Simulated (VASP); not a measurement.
**B2AsN: single point with r2SCAN**

Crystal: B2AsN.

```
N B As
1.0
     3.01824    0.00000    0.00000
     0.00000    3.01824    0.00000
     0.00000    0.00000    4.31680
N B As
1 2 1
Direct
  0.00000 0.00000 0.00000
  0.00000 0.50000 0.80135
  0.50000 0.00000 0.19865
  0.50000 0.50000 0.50000
```

This cell differs from its parent crystal: volume changed by +3%.

| Quantity | Value |
| --- | --- |
| Program | VASP 6.6.1 |
| Task | single point |
| Functional | r2SCAN |
| Potentials or basis | VASP PAW PBE potentials, release 64 (N, B, As) |
| Cutoff | 520 eV |
| k mesh | 8 × 8 × 6 |
| Occupations | fermi-dirac, width 0.02 eV |
| Spin | no spin polarisation |

* Pressure: -5.4 GPa
* Largest force: 0.100 eV/Å
* Band gap on the k mesh: 0.18 eV, direct

Forces in eV/Å, atoms in the order of the input:
```
N    0.000  0.000  0.000
B    0.000  0.000 -0.100
B    0.000  0.000  0.100
As   0.000  0.000  0.000
```

Stress tensor (GPa, compression positive):
```
-5.23  0.00  0.00
 0.00 -5.23  0.00
 0.00  0.00 -5.70
```

Levels at points of the mesh, in eV from the valence-band top:
| k point | band 4 | band 5 | band 6 | band 7 | band 8 | band 9 | band 10 | band 11 | band 12 | band 13 |
| --- | --- | --- | --- | --- | --- | --- | --- | --- | --- | --- |
| (0.00, 0.00, 0.00) | -6.42 | -6.42 | -1.37 | 0.00 | 0.00 | 0.18 | 3.09 | 4.35 | 4.35 | 4.36 |
| (0.50, 0.00, 0.00) | -8.13 | -6.47 | -6.28 | -5.35 | -0.83 | 3.54 | 4.73 | 5.30 | 7.52 | 7.97 |
| (0.50, 0.50, 0.00) | -10.16 | -6.21 | -5.60 | -5.60 | -4.48 | 1.42 | 1.62 | 2.82 | 2.82 | 10.48 |
| (0.00, 0.00, 0.50) | -6.03 | -6.03 | -4.73 | -1.59 | -1.59 | 1.27 | 2.98 | 6.01 | 6.90 | 6.90 |
| (0.50, 0.00, 0.50) | -10.37 | -5.30 | -3.28 | -2.92 | -0.51 | 1.66 | 5.14 | 5.87 | 6.13 | 6.19 |
| (0.50, 0.50, 0.50) | -9.55 | -7.04 | -7.04 | -6.90 | -6.69 | 4.90 | 5.83 | 5.83 | 7.34 | 7.69 |

Run time: 68 s on 1 thread of Intel(R) Xeon(R) Platinum 8488C (Sapphire Rapids), with other jobs on the host, peak memory 0.18 GiB.

Caveat: the PAW data sets were made with another functional, which shifts forces and pressure a little. A k mesh can miss the band edges.
